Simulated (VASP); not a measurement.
# BN (P6_3mc) in VASP: notebook, part 2 of 2

VASP 6.6.1. Earlier steps stand in the parts before.

## Step 3: Single point, RPBE+D3(BJ)

INCAR reads:

```
PREC = Accurate ; ENCUT = 520
EDIFF = 1E-6 ; ISMEAR = -1
SIGMA = 0.02 ; LREAL = False
LASPH = True ; NELM = 80
ALGO = Normal ; ISIF = 2
LWAVE = False ; LCHARG = False
GGA = RP ; IVDW = 12
NBANDS = 16
```

KPOINTS reads:

```
Automatic mesh
0
Gamma
  12 12 6
```

POSCAR reads:

```
BN
1.0
    2.5539396017      0.0000000000      0.0000000000
   -1.2769698009      2.2117765748      0.0000000000
    0.0000000000      0.0000000000      4.2268550000
N B
2 2
Direct
    0.3333333333      0.6666666667      0.1252760000
    0.6666666667      0.3333333333      0.6252760000
    0.3333333333      0.6666666667      0.4997240000
    0.6666666667      0.3333333333      0.9997240000
```

Potentials or basis: VASP PAW PBE potentials, release 64 (N, B).

Started as:

```bash
$ cat potpaw_PBE.64/N/POTCAR potpaw_PBE.64/B/POTCAR > POTCAR
$ mpirun -np 1 vasp_std > vasp.out
```

Run time: 14 s. Hardware: 1 thread of Intel Xeon Platinum 8488C (Sapphire Rapids), shared host; peak memory 0.16 GiB.

Results (log left out):

| Item | Value |
| --- | --- |
| Free energy | -35.7590 eV |
| Pressure | -13.6 GPa |
| Band gap on the k mesh | 5.27 eV, indirect (least direct gap 8.29 eV) |
| Dispersion energy per atom | -0.645 eV |

Stress tensor (GPa, compression positive):
```
-13.31   0.00   0.00
  0.00 -13.31   0.00
  0.00   0.00 -14.18
```

Levels at points of the mesh, in eV from the valence-band top:
```
           k point  band 4  band 5  band 6  band 7  band 8  band 9  band 10  band 11  band 12  band 13
(0.00, 0.00, 0.00)   -2.10   -2.10   -0.27    0.00    0.00    8.39     8.39     8.58     9.40    10.65
(0.50, 0.00, 0.00)   -7.77   -6.87   -4.93   -4.36   -2.09    6.71     7.98    10.60    11.41    12.85
(0.00, 0.00, 0.50)   -5.69   -1.16   -1.16   -1.16   -1.16    9.43     9.43     9.93     9.93     9.93
(0.50, 0.00, 0.50)   -9.95   -3.73   -3.73   -3.55   -3.55    6.59     6.59     9.99     9.99    14.25
```

Caveat: the PAW data sets were made with another functional, which shifts forces and pressure a little. A k mesh can miss the band edges.

## Step 4: Single point, PBEsol

INCAR reads:

```
SYSTEM = BN
PREC     = Accurate       ! precision mode
ENCUT    = 520            ! plane-wave cutoff, eV
EDIFF    = 1E-6           ! SCF threshold, eV
ISMEAR   = 0              ! smearing method
SIGMA    = 0.02           ! smearing width, eV
LREAL    = .False.        ! projectors in reciprocal space
LASPH    = .True.         ! aspherical terms in the spheres
NELM     = 100            ! most SCF steps
ALGO     = Normal         ! electronic algorithm
ISIF     = 2              ! what is computed and relaxed
LWAVE    = .False.        ! write WAVECAR
LCHARG   = .True.         ! write CHGCAR
GGA      = PS             ! functional
LELF     = .True.         ! ELF
LVHAR    = .True.       
NBANDS   = 16             ! bands
```

KPOINTS reads:

```
regular mesh
0
Gamma
  12 12 6
  0 0 0
```

POSCAR is that of step 3.

Potentials or basis: VASP PAW PBE potentials, release 64 (N, B).

Started as:

```bash
$ cat potpaw_PBE.64/N/POTCAR potpaw_PBE.64/B/POTCAR > POTCAR
$ mpirun -np 1 vasp_std > vasp.out
```

OUTCAR:

```text
SYSTEM = BN
   PREC = Accurate
   ENCUT = 520
   EDIFF = 1E-6
   ISMEAR = 0
   LREAL = .False.
   LASPH = .True.
   NELM = 100
   ISIF = 2
   GGA = PS

 ion  position               nearest neighbor table
   1  0.333  0.667  0.125-   4 1.57   4 1.57   4 1.57   3 1.58
   2  0.667  0.333  0.625-   3 1.57   3 1.57   3 1.57   4 1.58
   3  0.333  0.667  0.500-   2 1.57   2 1.57   2 1.57   1 1.58
   4  0.667  0.333  1.000-   1 1.57   1 1.57   1 1.57   2 1.58

  LATTYP: Found a hexagonal cell.
 ALAT       =     2.5539396017
 C/A-ratio  =     1.6550332659

  Lattice vectors:

 A1 = (   2.5539396017,   0.0000000000,   0.0000000000)
 A2 = (  -1.2769698009,   2.2117765748,   0.0000000000)
 A3 = (   0.0000000000,   0.0000000000,   4.2268550000)

Analysis of symmetry for initial positions (statically):
=====================================================================
 Subroutine PRICEL returns:
 Original cell was already a primitive cell.

 Routine SETGRP: Setting up the symmetry group for a
 hexagonal supercell.

 Subroutine GETGRP returns: Found 12 space group operations
 (whereof  6 operations were pure point group operations)
 out of a pool of 24 trial point group operations.

The static configuration has the point symmetry C_3v.
 The point group associated with its full space group is C_6v.

Analysis of symmetry for dynamics (positions and initial velocities):
=====================================================================
 Subroutine PRICEL returns:
 Original cell was already a primitive cell.

 Routine SETGRP: Setting up the symmetry group for a
 hexagonal supercell.

 Subroutine GETGRP returns: Found 12 space group operations
 (whereof  6 operations were pure point group operations)
 out of a pool of 24 trial point group operations.

The dynamic configuration has the point symmetry C_3v.
 The point group associated with its full space group is C_6v.

 Subroutine INISYM returns: Found 12 space group operations
[... 122 lines left out ...]
  volume/ion in A,a.u.               =       5.97        40.28
  Fermi-wavevector in a.u.,A,eV,Ry     =   1.432600  2.707222 27.923836  2.052344
  Thomas-Fermi vector in A             =   2.552210
   LORBIT       =      0    0 simple, 1 ext, 2 COOP (PROOUT), +10 PAW based schemes
   GGA     = PS    functional components
   LHFCALC =     F    Hartree Fock is set to
   AEXX    =    0.0000 exact exchange contribution
   IVDW    =     0    specifies the selected vdW correction
   LEPSILON=     F    determine dielectric tensor
   LRPA    =     F    only Hartree local field effects (RPA)
 non-spin polarized calculation
 Gauss-broadening in eV      SIGMA  =   0.02
  energy-cutoff  :      520.00
  volume of cell :       23.88
 maximum number of plane-waves:       660
 NGX is ok and might be reduce to    20
   NGX =  9   NGY =  9   NGZ = 15

 number of electron      16.0000000 magnetization

 Free energy of the ion-electron system (eV)
  ---------------------------------------------------
  ext. energy  EPLUGINS =         0.00000000
  ---------------------------------------------------
  free energy    TOTEN  =       -36.62078735 eV

  energy without entropy =      -36.62078735  energy(sigma->0) =      -36.62078735

 E-fermi :   7.5818     XC(G=0): -12.9557

 val. band max:        7.3930049570   @ k =   0.0000   0.0000   0.0000
 cond. band min:      12.3617392328   @ k =   0.3333   0.3333   0.0000
 fundamental gap:      4.9687342758
 Fermi energy:         7.5817587058

 k-point     1 :       0.0000    0.0000    0.0000
  band No.  band energies     occupation
      1     -12.9189      2.00000
      2      -8.7689      2.00000
      3      -3.5247      2.00000
      4       5.2829      2.00000
      5       5.2829      2.00000
      6       7.1133      2.00000
[... 433 lines left out ...]
      3      -1.4145      2.00000
      4       0.0289      2.00000
      5       1.4294      2.00000
      6       3.1140      2.00000
[... 8 lines left out ...]
     15      23.2413      0.00000
     16      23.4615      0.00000

 [... further k-points ...]

------------------------ aborting loop because EDIFF is reached ----------------------------------------

  FORCE on cell =-STRESS in cart. coord.  units (eV):
  Direction    XX          YY          ZZ          XY          YZ          ZX
  --------------------------------------------------------------------------------------
  -------------------------------------------------------------------------------------
  Total       -0.7664696     -0.7664696     -0.8611230      0.0000000      0.0000000      0.0000000
  in kB      -51.4323402    -51.4323402    -57.7838615      0.0000000      0.0000000      0.0000000
  external PRESSURE =     -53.5495140 kB  Pullay stress =       0.0000000 kB

 VOLUME and BASIS-vectors are now :
 -----------------------------------------------------------------------------
  energy-cutoff  :      520.00
  volume of cell :       23.88
      direct lattice vectors                 reciprocal lattice vectors
     2.553939602  0.000000000  0.000000000     0.391551938  0.226062617  0.000000000
    -1.276969801  2.211776575  0.000000000     0.000000000  0.452125233  0.000000000
     0.000000000  0.000000000  4.226855000     0.000000000  0.000000000  0.236582518

 POSITION                                       TOTAL-FORCE (eV/Angst)
 -----------------------------------------------------------------------------------
     -0.00000      1.47452      0.52952        -0.000000      0.000000     -0.009972
      1.27697      0.73726      2.64295         0.000000     -0.000000     -0.009972
     -0.00000      1.47452      2.11226         0.000000      0.000000      0.009972
      1.27697      0.73726      4.22569        -0.000000     -0.000000      0.009972
 -----------------------------------------------------------------------------------
    total drift:                               -0.000000      0.000000      0.000409

  FREE ENERGIE OF THE ION-ELECTRON SYSTEM (eV)
  ---------------------------------------------------
  free  energy   TOTEN  =       -36.6207873453 eV

  energy  without entropy=      -36.6207873453  energy(sigma->0) =      -36.62078735
```

It took 14 s on 1 thread of Intel Xeon Platinum 8488C (Sapphire Rapids), shared host; peak memory 0.14 GiB.

What came out:

```yaml
Free_energy: -36.6208 eV
Pressure: -5.4 GPa
Largest_force: 0.010 eV/Å
Band_gap_on_the_k_mesh: 4.97 eV, indirect (least direct gap 8.15 eV)
```

Forces on the atoms (eV/Å):
```
N    0.000  0.000 -0.010
N    0.000  0.000 -0.010
B    0.000  0.000  0.010
B    0.000  0.000  0.010
```

Caveat: the PAW data sets were made with another functional, which shifts forces and pressure a little.

## Step 5: The runs side by side

```tsv
level	smearing	gap on the mesh (eV)	pressure (GPa)	largest force (eV/Å)
RPBE	gaussian 0.1 eV	5.27	5.9	0.01
RPBE+D3(BJ)	fermi-dirac 0.02 eV	5.27	-13.6	-
PBEsol	gaussian 0.02 eV	4.97	-5.4	0.01
```

Alike in all rows: task single point; potentials or basis VASP PAW PBE potentials, release 64 (N, B); no spin polarisation; cell as given; k mesh 12 × 12 × 6; cutoff (eV) 520.

On the cell as given the gap runs from 4.97 eV (PBEsol) to 5.27 eV (RPBE+D3(BJ)). The pressure there spans -13.6 GPa (RPBE+D3(BJ)) to 5.9 GPa (RPBE); a positive pressure means that this level wants a larger cell, a negative one a smaller.

Caveats: the PAW data sets were made with another functional, which shifts forces and pressure a little.

Total energies depend on the potentials used, so only differences within one code and one set of settings carry meaning.
